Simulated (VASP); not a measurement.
# BaTiO3 (Pm-3m) in VASP: settings compared

Aim: see how the results for BaTiO3 move with the level of theory and the settings. Levels: PBEsol, revPBE+D3(BJ), RPBE. Tasks: single point, relaxation of cell and atoms.

All numbers are computed with VASP 6.6.1; they aren't measurements. Logs are shortened: lines on timing, memory, paths and dates and some standing lists are left out, and cuts for length are marked.

### 1 The cell of the first run

The structure is cubic, space group Pm-3m (No. 221). Conventional cell: a = 3.970 Å, b = 3.970 Å, c = 3.970 Å, α = 90.00°, β = 90.00°, γ = 90.00°. Ba (site symmetry m-3m) has 12 O at 2.81 Å and 8 Ti at 3.44 Å within 3.7 Å. Ti (site symmetry m-3m) has 6 O at 1.99 Å within 2.6 Å. O (site symmetry 4/mmm) has 2 Ti at 1.99 Å within 2.6 Å.

### 2 Single point, PBEsol

INCAR reads:

```
SYSTEM = BaTiO3
PREC = Accurate ; ENCUT = 520
EDIFF = 1E-6 ; ISMEAR = 0
SIGMA = 0.01 ; LREAL = .FALSE.
LASPH = .TRUE. ; NELM = 80
ALGO = Normal ; ISIF = 2
LWAVE = .FALSE. ; LCHARG = .FALSE.
GGA = PS ; NBANDS = 28
```

KPOINTS reads:

```
regular mesh
0
G
  6 6 6
  0 0 0
```

POSCAR reads:

```
BaTiO3
1.0
    3.9702274728      0.0000000000      0.0000000000
    0.0000000000      3.9702274728      0.0000000000
    0.0000000000      0.0000000000      3.9702274728
Ba Ti O
1 1 3
Direct
    0.5000000000      0.5000000000      0.5000000000
    0.0000000000      0.0000000000      0.0000000000
    0.5000000000      0.0000000000      0.0000000000
    0.0000000000      0.0000000000      0.5000000000
    0.0000000000      0.5000000000      0.0000000000
```

Potentials or basis: VASP PAW PBE potentials, release 64 (Ba_sv, Ti_sv, O).

The run is started by

```sh
$ cat potpaw_PBE.64/Ba_sv/POTCAR potpaw_PBE.64/Ti_sv/POTCAR potpaw_PBE.64/O/POTCAR > POTCAR
$ mpirun -np 1 vasp_std > vasp.out
```

OUTCAR:

```text
SYSTEM = BaTiO3
   PREC = Accurate
   ENCUT = 520
   EDIFF = 1E-6
   ISMEAR = 0
   LREAL = .FALSE.
   LASPH = .TRUE.
   NELM = 80
   ISIF = 2
   GGA = PS

 ion  position               nearest neighbor table
   1  0.500  0.500  0.500-   3 2.81   4 2.81   5 2.81   3 2.81   5 2.81   3 2.81   4 2.81   3 2.81
                             4 2.81   5 2.81   5 2.81   4 2.81   2 3.44   2 3.44   2 3.44   2 3.44
   2  0.000  0.000  0.000-   3 1.99   4 1.99   5 1.99   4 1.99   5 1.99   3 1.99   1 3.44   1 3.44
                             1 3.44   1 3.44   1 3.44   1 3.44   1 3.44   1 3.44
   3  0.500  0.000  0.000-   2 1.99   2 1.99   1 2.81   1 2.81   1 2.81   1 2.81
   4  0.000  0.000  0.500-   2 1.99   2 1.99   1 2.81   1 2.81   1 2.81   1 2.81
   5  0.000  0.500  0.000-   2 1.99   2 1.99   1 2.81   1 2.81   1 2.81   1 2.81

  LATTYP: Found a simple cubic cell.
 ALAT       =     3.9702274728

  Lattice vectors:

 A1 = (   3.9702274728,   0.0000000000,   0.0000000000)
 A2 = (   0.0000000000,   3.9702274728,   0.0000000000)
 A3 = (   0.0000000000,   0.0000000000,   3.9702274728)

Analysis of symmetry for initial positions (statically):
=====================================================================
 Subroutine PRICEL returns:
 Original cell was already a primitive cell.

 Routine SETGRP: Setting up the symmetry group for a
 simple cubic supercell.

 Subroutine GETGRP returns: Found 48 space group operations
 (whereof 48 operations were pure point group operations)
 out of a pool of 48 trial point group operations.

The static configuration has the point symmetry O_h .

Analysis of symmetry for dynamics (positions and initial velocities):
=====================================================================
 Subroutine PRICEL returns:
 Original cell was already a primitive cell.

 Routine SETGRP: Setting up the symmetry group for a
 simple cubic supercell.

 Subroutine GETGRP returns: Found 48 space group operations
 (whereof 48 operations were pure point group operations)
 out of a pool of 48 trial point group operations.

The dynamic configuration has the point symmetry O_h .

 Subroutine INISYM returns: Found 48 space group operations
 (whereof 48 operations are pure point group operations),
 and found     1 'primitive' translations

----------------------------------------------------------------------------------------

                                     Primitive cell

  volume of cell :      62.5815

  direct lattice vectors                    reciprocal lattice vectors
     3.970227473  0.000000000  0.000000000     0.251874737  0.000000000  0.000000000
     0.000000000  3.970227473  0.000000000     0.000000000  0.251874737  0.000000000
     0.000000000  0.000000000  3.970227473     0.000000000  0.000000000  0.251874737

  length of vectors
     3.970227473  3.970227473  3.970227473     0.251874737  0.251874737  0.251874737

  position of ions in fractional coordinates (direct lattice)
     0.500000000  0.500000000  0.500000000
     0.000000000  0.000000000  0.000000000
     0.500000000  0.000000000  0.000000000
     0.000000000  0.000000000  0.500000000
     0.000000000  0.500000000  0.000000000

  ion indices of the primitive-cell ions
   primitive index   ion index
                 1           1
                 2           2
                 3           3
                 4           4
                 5           5

----------------------------------------------------------------------------------------

 KPOINTS: regular mesh

Automatic generation of k-mesh.
 Grid dimensions read from file:
 generate k-points for:    6    6    6

 Generating k-lattice:

  Cartesian coordinates                     Fractional coordinates (reciprocal lattice)
     0.041979123  0.000000000  0.000000000     0.166666667  0.000000000  0.000000000
     0.000000000  0.041979123  0.000000000     0.000000000  0.166666667  0.000000000
     0.000000000  0.000000000  0.041979123     0.000000000  0.000000000  0.166666667

  Length of vectors
     0.041979123  0.041979123  0.041979123

  Shift w.r.t. Gamma in fractional coordinates (k-lattice)
     0.000000000  0.000000000  0.000000000

 Subroutine IBZKPT returns following result:
 ===========================================

 Found     20 irreducible k-points:

 Following reciprocal coordinates:
            Coordinates               Weight
  0.000000  0.000000  0.000000      1.000000
  0.166667  0.000000  0.000000      6.000000
  0.333333  0.000000  0.000000      6.000000
  0.500000  0.000000  0.000000      3.000000
  0.166667  0.166667  0.000000     12.000000
  0.333333  0.166667  0.000000     24.000000
[... 12 lines left out ...]
  0.500000  0.500000  0.333333      6.000000
  0.500000  0.500000  0.500000      1.000000
   k-points           NKPTS =     20   k-points in BZ     NKDIM =     20   number of bands    NBANDS=     28
   number of dos      NEDOS =    301   number of ions     NIONS =      5
   total plane-waves  NPLWV =  27000
   dimension x,y,z NGX =    30 NGY =   30 NGZ =   30
   dimension x,y,z NGXF=    60 NGYF=   60 NGZF=   60
   ions per type =               1   1   3
   NGX,Y,Z   is equivalent  to a cutoff of  12.56, 12.56, 12.56 a.u.
   NGXF,Y,Z  is equivalent  to a cutoff of  25.12, 25.12, 25.12 a.u.
 SYSTEM =  BaTiO3
   PREC   = accura    normal or accurate (medium, high low for compatibility)
   ISTART =      0    job   : 0-new  1-cont  2-samecut
   ICHARG =      2    charge: 1-file 2-atom 10-const
   ISPIN  =      1    spin polarized calculation?
   LNONCOLLINEAR =      F non collinear calculations
   LSORBIT =      F    spin-orbit coupling
   LASPH  =      T    aspherical Exc in radial PAW
   ENCUT  =  520.0 eV  38.22 Ry    6.18 a.u.   7.38  7.38  7.38*2*pi/ulx,y,z
   NELM   =     80;   NELMIN=  2; NELMDL= -5     # of ELM steps
   EDIFF  = 0.1E-05   stopping-criterion for ELM
   LREAL  =      F    real-space projection
   EDIFFG = 0.1E-04   stopping-criterion for IOM
   NSW    =      0    number of steps for IOM
   IBRION =     -1    ionic relax: 0-MD 1-quasi-New 2-CG
   NFREE  =      0    steps in history (QN), initial steepest desc. (CG)
   ISIF   =      2    stress and relaxation
   ISYM   =      2    0-nonsym 1-usesym 2-fastsym
   POTIM  = 0.5000    time-step for ionic-motion
   TEBEG  =    0.0;   TEEND  =   0.0 temperature during run
   PSTRESS=    0.0 pullay stress
   NELECT =      40.0000    total number of electrons
   NUPDOWN=      -1.0000    fix difference up-down
   EMIN   =  10.00;   EMAX   =-10.00  energy-range for DOS
   EFERMI =   0.00;   METHOD = LEGACY
   ISMEAR =     0;   SIGMA  =   0.01  broadening in eV -4-tet -1-fermi 0-gaus
   EFERMI_NEDOS =   21; number of points for ismear=-14 and -15
   IALGO  =     38    algorithm
   IMIX   =      4    mixing-type and parameters
     AMIX     =   0.40;   BMIX     =  1.00
     AMIX_MAG =   1.60;   BMIX_MAG =  1.00
  volume/ion in A,a.u.               =      12.52        84.46
  Fermi-wavevector in a.u.,A,eV,Ry     =   1.410196  2.664884 27.057258  1.988652
  Thomas-Fermi vector in A             =   2.532174
   LORBIT       =      0    0 simple, 1 ext, 2 COOP (PROOUT), +10 PAW based schemes
   GGA     = PS    functional components
   LHFCALC =     F    Hartree Fock is set to
   AEXX    =    0.0000 exact exchange contribution
   IVDW    =     0    specifies the selected vdW correction
   LEPSILON=     F    determine dielectric tensor
   LRPA    =     F    only Hartree local field effects (RPA)
 non-spin polarized calculation
 Gauss-broadening in eV      SIGMA  =   0.01
  energy-cutoff  :      520.00
  volume of cell :       62.58
 maximum number of plane-waves:      1743
 NGX is ok and might be reduce to    30
   NGX = 15   NGY = 15   NGZ = 15

 number of electron      39.9999978 magnetization

 Free energy of the ion-electron system (eV)
  ---------------------------------------------------
  ext. energy  EPLUGINS =         0.00000000
  ---------------------------------------------------
  free energy    TOTEN  =       -41.97638895 eV

  energy without entropy =      -41.97638895  energy(sigma->0) =      -41.97638895

 E-fermi :   3.9846     XC(G=0): -11.6463

 val. band max:        3.8808578344   @ k =   0.5000   0.5000   0.5000
 cond. band min:       5.6243343913   @ k =   0.0000   0.0000   0.0000
 fundamental gap:      1.7434765569
 Fermi energy:         3.9846302907

 k-point     1 :       0.0000    0.0000    0.0000
  band No.  band energies     occupation
      1     -52.3879      2.00000
      2     -28.7260      2.00000
      3     -28.7260      2.00000
      4     -28.7260      2.00000
      5     -20.8259      2.00000
      6     -12.9892      2.00000
[... 20 lines left out ...]
     27       8.8207      0.00000
     28      11.3368      0.00000

 k-point     2 :       0.1667    0.0000    0.0000
  band No.  band energies     occupation
      1     -52.3876      2.00000
      2     -28.7413      2.00000
      3     -28.7254      2.00000
      4     -28.7254      2.00000
      5     -20.7916      2.00000
      6     -13.0203      2.00000
[... 20 lines left out ...]
     27       9.3821      0.00000
     28      12.0096      0.00000

 k-point     3 :       0.3333    0.0000    0.0000
  band No.  band energies     occupation
      1     -52.3870      2.00000
      2     -28.7717      2.00000
      3     -28.7242      2.00000
      4     -28.7242      2.00000
      5     -20.7212      2.00000
      6     -13.1762      2.00000
[... 20 lines left out ...]
     27      10.6950      0.00000
     28      12.2167      0.00000

 k-point     4 :       0.5000    0.0000    0.0000
  band No.  band energies     occupation
      1     -52.3866      2.00000
      2     -28.7868      2.00000
      3     -28.7236      2.00000
      4     -28.7236      2.00000
      5     -20.6851      2.00000
      6     -13.2760      2.00000
[... 454 lines left out ...]
     27      11.6387      0.00000
     28      11.7856      0.00000

 k-point    19 :       0.5000    0.5000    0.3333
  band No.  band energies     occupation
      1     -52.3845      2.00000
      2     -28.7803      2.00000
      3     -28.7803      2.00000
      4     -28.7651      2.00000
      5     -20.5404      2.00000
      6     -12.1938      2.00000
[... 20 lines left out ...]
     27      11.4455      0.00000
     28      11.8680      0.00000

 k-point    20 :       0.5000    0.5000    0.5000
  band No.  band energies     occupation
      1     -52.3842      2.00000
      2     -28.7796      2.00000
      3     -28.7796      2.00000
      4     -28.7796      2.00000
      5     -20.5210      2.00000
      6     -12.0306      2.00000
[... 20 lines left out ...]
     27      11.8682      0.00000
     28      11.8682      0.00000

------------------------ aborting loop because EDIFF is reached ----------------------------------------

  FORCE on cell =-STRESS in cart. coord.  units (eV):
  Direction    XX          YY          ZZ          XY          YZ          ZX
  --------------------------------------------------------------------------------------
  -------------------------------------------------------------------------------------
  Total        0.7616876      0.7616876      0.7616876      0.0000000     -0.0000000      0.0000000
  in kB       19.5003002     19.5003002     19.5003002      0.0000000     -0.0000000      0.0000000
  external PRESSURE =      19.5003002 kB  Pullay stress =       0.0000000 kB

 VOLUME and BASIS-vectors are now :
 -----------------------------------------------------------------------------
  energy-cutoff  :      520.00
  volume of cell :       62.58
      direct lattice vectors                 reciprocal lattice vectors
     3.970227473  0.000000000  0.000000000     0.251874737  0.000000000  0.000000000
     0.000000000  3.970227473  0.000000000     0.000000000  0.251874737  0.000000000
     0.000000000  0.000000000  3.970227473     0.000000000  0.000000000  0.251874737

 POSITION                                       TOTAL-FORCE (eV/Angst)
 -----------------------------------------------------------------------------------
      1.98511      1.98511      1.98511         0.000000      0.000000      0.000000
      0.00000      0.00000      0.00000         0.000000      0.000000      0.000000
      1.98511      0.00000      0.00000         0.000000      0.000000      0.000000
      0.00000      0.00000      1.98511         0.000000      0.000000      0.000000
      0.00000      1.98511      0.00000         0.000000      0.000000      0.000000
 -----------------------------------------------------------------------------------
    total drift:                                0.000000     -0.000000      0.000000

  FREE ENERGIE OF THE ION-ELECTRON SYSTEM (eV)
  ---------------------------------------------------
  free  energy   TOTEN  =       -41.9763889494 eV

  energy  without entropy=      -41.9763889494  energy(sigma->0) =      -41.97638895
```

It took 17 s on 1 thread of Intel Xeon 6975P-C (Granite Rapids), shared host; peak memory 0.18 GiB.

Results:

- Free energy: -41.9764 eV
- Pressure: 2.0 GPa
- Band gap on the k mesh: 1.74 eV, indirect (least direct gap 1.86 eV)

Levels at points of the mesh, in eV from the valence-band top:
```tsv
k point	band 16	band 17	band 18	band 19	band 20	band 21	band 22	band 23	band 24	band 25
(0.00, 0.00, 0.00)	-1.15	-1.15	-0.12	-0.12	-0.12	1.74	1.74	1.74	4.10	4.10
(0.50, 0.00, 0.00)	-2.03	-1.88	-1.88	-0.72	-0.72	1.92	3.61	3.61	4.11	6.19
(0.50, 0.50, 0.00)	-2.83	-1.73	-0.86	-0.86	-0.10	3.62	3.62	4.04	4.99	7.91
(0.50, 0.50, 0.50)	-2.41	-2.41	0.00	0.00	0.00	4.32	4.32	4.32	6.74	6.74
```

Caveat: the PAW data sets were made with another functional, which shifts forces and pressure a little; spin-orbit coupling is left out, which moves the levels of the heavy elements. A k mesh can miss the band edges.

### 3 Single point, revPBE+D3(BJ)

This run uses another cell than the first one, of 12.74 Å³/atom, 1.018 times its volume.

INCAR reads:

```
ALGO = Normal
EDIFF = 1E-6
ENCUT = 520
GGA = RE
ISIF = 2
ISMEAR = 0
IVDW = 12
LASPH = True
LCHARG = False
LREAL = False
LWAVE = False
NBANDS = 28
NELM = 60
PREC = Accurate
SIGMA = 0.01
```

KPOINTS reads:

```
k-points
0
Gamma
  6 6 6
```

Edit POSCAR of step 2 so:

```diff
@@ -2,5 +2,5 @@
 1.0
-    3.9702274728      0.0000000000      0.0000000000
-    0.0000000000      3.9702274728      0.0000000000
-    0.0000000000      0.0000000000      3.9702274728
+    3.9933045771      0.0000000000      0.0000000000
+    0.0000000000      3.9933045771      0.0000000000
+    0.0000000000      0.0000000000      3.9933045771
 Ba Ti O
```

Potentials or basis: VASP PAW PBE potentials, release 64 (Ba_sv, Ti_sv, O).

The run is started by

```sh
$ cat potpaw_PBE.64/Ba_sv/POTCAR potpaw_PBE.64/Ti_sv/POTCAR potpaw_PBE.64/O/POTCAR > POTCAR
$ mpirun -np 1 vasp_std > vasp.out
```

Run time: 17 s. Hardware: 1 thread of Intel Xeon 6975P-C (Granite Rapids), shared host; peak memory 0.2 GiB.

Results (log left out):

* Free energy: -40.5827 eV
* Pressure: 1.9 GPa
* Band gap on the k mesh: 1.78 eV, indirect (least direct gap 1.92 eV)
* Dispersion energy per atom: -0.491 eV

Levels at points of the mesh, in eV from the valence-band top:
```
           k point  band 17  band 18  band 19  band 20  band 21  band 22  band 23  band 24
(0.00, 0.00, 0.00)    -1.10    -0.14    -0.14    -0.14     1.78     1.78     1.78     3.94
(0.50, 0.00, 0.00)    -1.83    -1.83    -0.71    -0.71     1.94     3.53     3.53     3.94
(0.50, 0.50, 0.00)    -1.71    -0.87    -0.87    -0.09     3.54     3.54     3.96     4.81
(0.50, 0.50, 0.50)    -2.40     0.00     0.00     0.00     4.21     4.21     4.21     6.78
```

Caveat: the PAW data sets were made with another functional, which shifts forces and pressure a little; spin-orbit coupling is left out, which moves the levels of the heavy elements. A k mesh can miss the band edges.

(Part 1 of 2 ends here.)
